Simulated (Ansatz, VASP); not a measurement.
## Sb in VASP and in Ansatz

POSCAR

```
Sb
1.0
    0.0000000000      2.4783363866      2.4783363866
    2.4783363866      0.0000000000      2.4783363866
    2.4783363866      2.4783363866      0.0000000000
Sb
1
Direct
    0.0000000000      0.0000000000      0.0000000000
```

Contents of INCAR.step1:

```
SYSTEM = Sb
PREC = Accurate ; ENCUT = 520
ISMEAR = -1 ; SIGMA = 0.1
LREAL = .FALSE. ; LASPH = .TRUE.
NELM = 100 ; NBANDS = 8
GGA = PE ; ALGO = Normal
EDIFF = 1E-4 ; LWAVE = .TRUE.
LCHARG = .FALSE.
```

File INCAR.step2:

```
SYSTEM = Sb
PREC = Accurate ; ENCUT = 520
EDIFF = 1E-7 ; ISMEAR = -1
SIGMA = 0.1 ; LREAL = .FALSE.
LASPH = .TRUE. ; NELM = 100
ALGO = Normal ; ISIF = 2
LWAVE = .FALSE. ; LCHARG = .FALSE.
METAGGA = R2SCAN ; LMIXTAU = .TRUE.
NBANDS = 8 ; ISTART = 1
```

Contents of KPOINTS:

```
Automatic mesh
0
G
  13 13 13
  0 0 0
```

Input for Ansatz:

```yaml
crystal:
  lattice:
    - [0.0, 2.4783363866, 2.4783363866]
    - [2.4783363866, 0.0, 2.4783363866]
    - [2.4783363866, 2.4783363866, 0.0]
  atoms:
    - { symbol: Sb, position: [0.0, 0.0, 0.0] }
hamiltonian:
  xc: r2scan
  pseudopotentials:
    kind: paw
    azcp:
      Sb: "pseudopotentials/Sb.paw.azcp"
basis:
  ecutwfc: 500
  fft_grid_basis: typed
kpoints:
  mp_grid: { grid: [13, 13, 13], shift: [0, 0, 0] }
magnetization:
  spin_polarized: false
scf:
  occupations: { method: fermi_dirac, width: 0.1 }
  lower_state_search: "off"
output:
  stress: true
  write_density: true
  write_potential: true
  elf: true
  volumetric_format: npy
```

Alike in both runs: task single point; functional r2SCAN; k mesh 13 × 13 × 13; occupations fermi-dirac, width 0.1 eV; no spin polarisation.

```csv
,VASP,Ansatz
version,VASP 6.6.1,Ansatz 0.2.0
potentials or method,"VASP PAW PBE potentials, release 64 (Sb), cutoff 520 eV","plane waves (500 eV) with PAW, scalar-relativistic"
valence electrons in the cell,5,15
```

Ansatz gave:

| Quantity | Value |
| --- | --- |
| pressure (GPa) | -5.3 |

Problem. Estimate VASP's values.

Solution. Pressure (GPa): -5.4.

VASP's potentials were made for PBE, not for r2SCAN. VASP's potentials hold 5 valence electrons a cell and Ansatz's 15, so a difference there can come from the potentials and not from the codes.

Spin-orbit coupling is off throughout.
